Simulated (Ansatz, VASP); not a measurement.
**Two plane-wave programs on Cd**

File INCAR:

```
SYSTEM = Cd
PREC = Accurate
ENCUT = 520
EDIFF = 1E-6
ISMEAR = 0
SIGMA = 0.2
LREAL = .FALSE.
LASPH = .TRUE.
NELM = 60
ALGO = Normal
ISIF = 2
LWAVE = .FALSE.
LCHARG = .FALSE.
NBANDS = 19
```

File KPOINTS:

```
regular mesh
0
G
  13 13 6
  0 0 0
```

POSCAR

```
Cd
1.0
    2.8818641727      0.0000000000      0.0000000000
   -1.4409320863      2.4957675838      0.0000000000
    0.0000000000      0.0000000000      5.6383707528
Cd
2
Direct
    0.3333333333      0.6666666667      0.2500000000
    0.6666666667      0.3333333333      0.7500000000
```

Input for Ansatz:

```yaml
crystal:
  lattice:
    - [2.8818641727, 0.0, 0.0]
    - [-1.4409320863, 2.4957675838, 0.0]
    - [0.0, 0.0, 5.6383707528]
  atoms:
    - { symbol: Cd, position: [0.3333333333, 0.6666666667, 0.25] }
    - { symbol: Cd, position: [0.6666666667, 0.3333333333, 0.75] }
hamiltonian:
  xc: lda
  pseudopotentials:
    kind: paw
    azcp:
      Cd: "pseudopotentials/Cd.paw.azcp"
basis:
  ecutwfc: 420
  fft_grid_basis: typed
kpoints:
  mp_grid: { grid: [13, 13, 6], shift: [0, 0, 0] }
magnetization:
  spin_polarized: false
scf:
  occupations: { method: gaussian, width: 0.2 }
  lower_state_search: "off"
output:
  stress: true
```

Alike in both runs: task single point; functional LDA; k mesh 13 × 13 × 6; occupations gaussian, width 0.2 eV; no spin polarisation.

```csv
,VASP,Ansatz
version,VASP 6.6.1,Ansatz 0.2.0
potentials or method,"VASP PAW LDA potentials, release 64 (Cd), cutoff 520 eV","plane waves (420 eV) with PAW, scalar-relativistic"
valence electrons in the cell,24,40
```

```csv
,VASP,Ansatz,Ansatz less VASP
pressure (GPa),0.8,0.1,-0.71
"traceless stress, the component that is largest in VASP (GPa)",-2.41,-2.03,+0.385
```

Ansatz warns that its potentials were made for another functional, while VASP's fit it. LDA's correlation is that of Perdew and Zunger in VASP and of Perdew and Wang (1992) in Ansatz. VASP's potentials hold 24 valence electrons a cell and Ansatz's 40, so a difference there can come from the potentials and not from the codes.
